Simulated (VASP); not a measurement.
# Ca8F15 (a cell with a defect) in VASP: single point with PBE

Aim: the single point of Ca8F15 (a cell with a defect) with PBE.

Program: VASP 6.6.1. These are calculated values, not measurements. Logs are shortened: lines on timing, memory, paths and dates and some standing lists are left out, and cuts for length are marked.

## (1) The cell of the first run

The cell holds a defect, 23 atoms: a = 7.726 Å, b = 7.726 Å, c = 7.726 Å, α = 60.00°, β = 60.00°, γ = 60.00°.

## (2) Single point, PBE, collinear spin

Input file INCAR:

```
SYSTEM = Ca8F15
  ALGO = Normal
  EDIFF = 1E-6
  ENCUT = 520
  GGA = PE
  GGA_COMPAT = .False.
  ISIF = 2
  ISMEAR = 0
  ISPIN = 2
  KPAR = 2
  LASPH = .True.
  LCHARG = .True.
  LORBIT = 11
  LREAL = .False.
  LVHAR = .True.
  LWAVE = .False.
  MAGMOM = 0 0 0 0 0 0 0 0 0.08 0.08 0.08 0.08 0 0 0.08 0.08 0.08 0.08 0.05 0.08 0.08 0.08 0.08
  NBANDS = 114
  NCORE = 2
  NELECT = 183.0
  NELM = 200
  PREC = Accurate
  SIGMA = 0.02
```

Input file KPOINTS:

```
k-points
0
Gamma
  2 2 2
  0 0 0
```

Input file POSCAR:

```
Ca8F15
1.0
    0.0000000000      5.4632090000      5.4632090000
    5.4632090000      0.0000000000      5.4632090000
    5.4632090000      5.4632090000      0.0000000000
Ca F
8 15
Direct
   -0.0136757536      0.0095214186      0.0018429645
    0.0018981518     -0.0057173357      0.5016831683
    0.0009996872      0.5010812327     -0.0022266218
    0.0010029819      0.5010801344      0.4996732690
    0.5025086904      0.0018732580      0.0142339420
    0.5024794036      0.0018384799      0.4808895285
    0.5099868960      0.4854275207      0.0020628901
    0.4949567187      0.4979824129      0.5033065731
    0.1392729072      0.1105172802      0.1120079792
    0.3764229961      0.3746467507      0.3737412389
    0.1392455423      0.1105444621      0.6377421219
    0.3764417579      0.3746137115      0.8747401024
    0.1437555290      0.6446669897      0.1055563681
    0.3725920974      0.8696766864      0.3786630715
    0.1243650938      0.6232645502      0.6259413652
    0.5771615181      1.0883206189      0.6671284221
    0.6276613251      0.1262816414      0.1228192075
    0.8693782354      0.3690087639      0.3805649756
    0.8777330320      0.3767745294      0.8725078978
    0.6112117439      0.6387907730      0.1109583214
    0.8737637531      0.8776999013      0.3758217926
    0.6112316955      0.6387678926      0.6385864974
    0.8737322698      0.8777225986      0.8722606073
```

Potentials or basis: VASP PAW PBE potentials, release 64 (Ca_sv, F).

Run with:

```
cat potpaw_PBE.64/Ca_sv/POTCAR potpaw_PBE.64/F/POTCAR > POTCAR
mpirun -np 4 vasp_std > vasp.out
```

OUTCAR:

```text
SYSTEM = Ca8F15
   EDIFF = 1E-6
   ENCUT = 520
   GGA = PE
   ISIF = 2
   ISMEAR = 0
   ISPIN = 2
   LASPH = .True.
   LORBIT = 11
   LREAL = .False.
   NELECT = 183.0
   NELM = 200
   PREC = Accurate

 ion  position               nearest neighbor table
   1  0.986  0.010  0.002-  17 2.26  11 2.31   9 2.31  13 2.31  19 2.32  23 2.36  21 2.36
   2  0.002  0.994  0.502-  23 2.34  21 2.34  14 2.34  15 2.34  18 2.36  11 2.46   9 2.46
   3  0.001  0.501  0.998-  15 2.35  19 2.35  12 2.37  23 2.38  18 2.42  20 2.46   9 2.47  13 2.49

   4  0.001  0.501  0.500-  15 2.35  19 2.35  10 2.37  21 2.38  18 2.42  22 2.46  11 2.47  13 2.49

   5  0.503  0.002  0.014-  16 2.24  17 2.26  14 2.30  20 2.30   9 2.30  23 2.35  12 2.35
   6  0.502  0.002  0.481-  16 2.24  17 2.26  14 2.30  22 2.30  11 2.30  21 2.35  10 2.36
   7  0.510  0.485  0.002-  17 2.27  22 2.30  20 2.30  19 2.32  13 2.32  10 2.35  12 2.35
   8  0.495  0.498  0.503-  15 2.34  12 2.34  10 2.34  14 2.34  18 2.36  22 2.48  20 2.48
   9  0.139  0.111  0.112-   5 2.30   1 2.31   2 2.46   3 2.47
  10  0.376  0.375  0.374-   8 2.34   7 2.35   6 2.36   4 2.37
  11  0.139  0.111  0.638-   6 2.30   1 2.31   2 2.46   4 2.47
  12  0.376  0.375  0.875-   8 2.34   7 2.35   5 2.35   3 2.37
  13  0.144  0.645  0.106-   1 2.31   7 2.32   4 2.49   3 2.49
  14  0.373  0.870  0.379-   6 2.30   5 2.30   2 2.34   8 2.34
  15  0.124  0.623  0.626-   8 2.34   2 2.34   4 2.35   3 2.35
  16  0.577  0.088  0.667-   5 2.24   6 2.24
  17  0.628  0.126  0.123-   6 2.26   5 2.26   1 2.26   7 2.27
  18  0.869  0.369  0.381-   8 2.36   2 2.36   3 2.42   4 2.42
  19  0.878  0.377  0.873-   1 2.32   7 2.32   4 2.35   3 2.35
  20  0.611  0.639  0.111-   7 2.30   5 2.30   3 2.46   8 2.48
  21  0.874  0.878  0.376-   2 2.34   6 2.35   1 2.36   4 2.38
  22  0.611  0.639  0.639-   7 2.30   6 2.30   4 2.46   8 2.48
  23  0.874  0.878  0.872-   2 2.34   5 2.35   1 2.36   3 2.38

  LATTYP: Found a face centered cubic cell.
 ALAT       =    10.9264180000

  Lattice vectors:

 A1 = (   0.0000000000,   5.4632090000,   5.4632090000)
 A2 = (   5.4632090000,   0.0000000000,   5.4632090000)
 A3 = (   5.4632090000,   5.4632090000,   0.0000000000)

Analysis of symmetry for initial positions (statically):
=====================================================================
 Subroutine PRICEL returns:
 Original cell was already a primitive cell.

 Routine SETGRP: Setting up the symmetry group for a
 face centered cubic supercell.

 Subroutine GETGRP returns: Found  1 space group operations
 (whereof  1 operations were pure point group operations)
 out of a pool of 48 trial point group operations.

[... 196 lines left out ...]
  ext. energy  EPLUGINS =         0.00000000
  ---------------------------------------------------
  free energy    TOTEN  =      -133.86822957 eV

  energy without entropy =     -133.86282138  energy(sigma->0) =     -133.86552548

 E-fermi :  -1.3587     XC(G=0):  -9.3217

 val. band max:       -1.3599169698   @ k =   0.0000   0.5000   0.5000
 cond. band min:      -1.3575846612   @ k =   0.5000   0.5000   0.0000
 fundamental gap:      0.0023323086
 Fermi energy:        -1.3586534993

 spin component 1

 k-point     1 :       0.0000    0.0000    0.0000
  band No.  band energies     occupation
      1     -37.1125      1.00000
      2     -37.0960      1.00000
      3     -37.0843      1.00000
      4     -37.0789      1.00000
      5     -36.9768      1.00000
      6     -36.9555      1.00000
[... 837 lines left out ...]
    102       8.2601      0.00000
    103       8.2752      0.00000
 Fermi energy:        -1.3586534993

 spin component 2

 k-point     1 :       0.0000    0.0000    0.0000
  band No.  band energies     occupation
      1     -37.1138      1.00000
      2     -37.0974      1.00000
      3     -37.0857      1.00000
      4     -37.0804      1.00000
      5     -36.9778      1.00000
      6     -36.9565      1.00000
[... 837 lines left out ...]
    102       8.2636      0.00000
    103       8.2802      0.00000
 [bands above 103 left out]

------------------------ aborting loop because EDIFF is reached ----------------------------------------

  FORCE on cell =-STRESS in cart. coord.  units (eV):
  Direction    XX          YY          ZZ          XY          YZ          ZX
  --------------------------------------------------------------------------------------
  -------------------------------------------------------------------------------------
  Total       -5.6609793     -5.6615075     -7.3493795      0.5330571      0.0570744     -0.0642673
  in kB      -27.8117749    -27.8143700    -36.1067013      2.6188517      0.2804005     -0.3157382
  external PRESSURE =     -30.5776154 kB  Pullay stress =       0.0000000 kB

 VOLUME and BASIS-vectors are now :
 -----------------------------------------------------------------------------
  energy-cutoff  :      520.00
  volume of cell :      326.12
      direct lattice vectors                 reciprocal lattice vectors
     0.000000000  5.463209000  5.463209000    -0.091521302  0.091521302  0.091521302
     5.463209000  0.000000000  5.463209000     0.091521302 -0.091521302  0.091521302
     5.463209000  5.463209000  0.000000000     0.091521302  0.091521302 -0.091521302

 POSITION                                       TOTAL-FORCE (eV/Angst)
 -----------------------------------------------------------------------------------
      0.06209      5.39856      5.44051        -0.005579      0.006509     -0.033106
      8.17277      2.75117      5.44234         0.030842     -0.031676     -0.021153
      8.18856      5.45651      2.74297         0.014178      0.010918     -0.023464
      5.46733      2.73530      2.74298        -0.010666     -0.014514     -0.023361
      0.08800      2.82307      2.75554        -0.028408     -0.033861     -0.009426
      2.63724      5.37235      2.75519         0.041321      0.035879     -0.004234
[... 15 lines left out ...]
      6.97845      6.82802      6.82901         0.017516      0.000819     -0.015138
      9.56052      9.53872      9.56856        -0.004347      0.030708     -0.020923
 -----------------------------------------------------------------------------------
    total drift:                               -0.000455      0.000127      0.001525

  FREE ENERGIE OF THE ION-ELECTRON SYSTEM (eV)
  ---------------------------------------------------
  free  energy   TOTEN  =      -133.8682295728 eV

  energy  without entropy=     -133.8628213800  energy(sigma->0) =     -133.86552548

 total charge

# of ion       s       p       d       tot
------------------------------------------
    1        2.021   5.869   0.218   8.107
    2        2.015   5.860   0.186   8.061
    3        2.014   5.858   0.180   8.053
    4        2.014   5.858   0.180   8.053
    5        2.023   5.873   0.229   8.125
    6        2.023   5.873   0.229   8.125
[... 15 lines left out ...]
   22        1.735   4.351   0.000   6.085
   23        1.736   4.352   0.000   6.088
--------------------------------------------------
tot         42.173 112.283   1.625 156.081

 magnetization (x)

# of ion       s       p       d       tot
------------------------------------------
    1       -0.000   0.000  -0.001  -0.001
    2       -0.000  -0.000  -0.001  -0.002
    3       -0.000  -0.000  -0.001  -0.002
    4       -0.000  -0.000  -0.001  -0.002
    5       -0.000   0.000  -0.001  -0.002
    6       -0.000   0.000  -0.001  -0.002
[... 15 lines left out ...]
   22        0.000   0.066   0.000   0.066
   23        0.000   0.081   0.000   0.082
--------------------------------------------------
tot          0.003   0.914  -0.010   0.906
```

OSZICAR:

```text
N       E                     dE             d eps       ncg     rms          rms(c)
DAV:   1     0.221452699287E+04    0.22145E+04   -0.97138E+04  3648   0.163E+03
DAV:   2     0.618351490327E+02   -0.21527E+04   -0.21009E+04  4394   0.492E+02
[... 20 lines left out ...]
DAV:  23    -0.133868223058E+03   -0.11775E-04   -0.25890E-04  4440   0.488E-02    0.675E-02
DAV:  24    -0.133868227003E+03   -0.39448E-05   -0.26470E-05  3824   0.204E-02    0.446E-02
DAV:  25    -0.133868223775E+03    0.32277E-05   -0.19452E-05  4032   0.153E-02    0.293E-02
DAV:  26    -0.133868226905E+03   -0.31302E-05   -0.29839E-05  3672   0.137E-02    0.138E-02
DAV:  27    -0.133868229239E+03   -0.23339E-05   -0.53030E-06  3568   0.906E-03    0.110E-02
DAV:  28    -0.133868229573E+03   -0.33380E-06   -0.15525E-06  2648   0.503E-03
   1 F= -.13386823E+03 E0= -.13386553E+03  d E =-.540819E-02  mag=     1.0003
```

stdout:

```text
POSCAR found type information on POSCAR CaF
 POSCAR found :  2 types and      23 ions
 scaLAPACK will be used
 -----------------------------------------------------------------------------
|                                                                             |
|                                                                             |
|     You have a (more or less) 'large supercell' and for larger cells it     |
|     might be more efficient to use real-space projection operators.         |
|     Therefore, try LREAL= Auto in the INCAR file.                           |
|     Mind: For very accurate calculation, you might also keep the            |
|     reciprocal projection scheme (i.e. LREAL=.FALSE.).                      |
|                                                                             |
 -----------------------------------------------------------------------------

 LDA part: xc-table for (Slater+PW92), standard interpolation
 POSCAR, INCAR and KPOINTS ok, starting setup
 FFT: planning ... GRIDC
 FFT: planning ... GRID_SOFT
 FFT: planning ... GRID
 WAVECAR not read
 entering main loop
 the old and the new charge density differ
 old charge density:   185.00000 new  183.00000
BRMIX: very serious problems
 the old and the new charge density differ
 old charge density:   185.00000 new  183.00000
    0.210E+01
```

Run time: 7.7 min. Hardware: 4 MPI ranks of Intel Xeon Platinum 8259CL at 2.50GHz (Skylake/Cascade Lake), shared host; peak memory 0.53 GiB.

Results:

```yaml
Free_energy: -133.8682 eV
Largest_force: 0.353 eV/Å
Net_moment: 1.00 μB per cell
Site_moments: Ca -0.00; F +0.06, +0.09, +0.07, +0.05, +0.04, +0.10, +0.01, +0.08 (each value once) μB
Valence_electrons_inside_the_program's_atomic_spheres: Ca 8.11, 8.06, 8.05, 8.12 (each value once); F 6.09, 6.08, 6.11, 6.10, 6.07, 6.13 (each value once)
```

Forces in eV/Å, atoms in the order of the input:
```
Ca  -0.006  0.007 -0.033
Ca   0.031 -0.032 -0.021
Ca   0.014  0.011 -0.023
Ca  -0.011 -0.015 -0.023
Ca  -0.028 -0.034 -0.009
Ca   0.041  0.036 -0.004
Ca   0.012 -0.011 -0.029
Ca  -0.022  0.021 -0.007
F   -0.023 -0.009 -0.014
F    0.009 -0.019 -0.025
F    0.009  0.024 -0.013
F    0.021 -0.010 -0.024
F   -0.002  0.001 -0.017
F    0.004 -0.006 -0.008
F    0.003 -0.002 -0.010
F   -0.042  0.029  0.350
F    0.004 -0.006 -0.034
F   -0.001  0.001  0.037
F    0.003 -0.003 -0.019
F   -0.002 -0.017 -0.015
F   -0.029  0.003 -0.022
F    0.018  0.001 -0.015
F   -0.004  0.031 -0.021
```

Caveat: the k points lie up to 0.50 Å⁻¹ apart; the cell carries a net charge on a neutralising background, which shifts energy and pressure; the cell is charged against a uniform background, so pressure and absolute levels hang on convention.
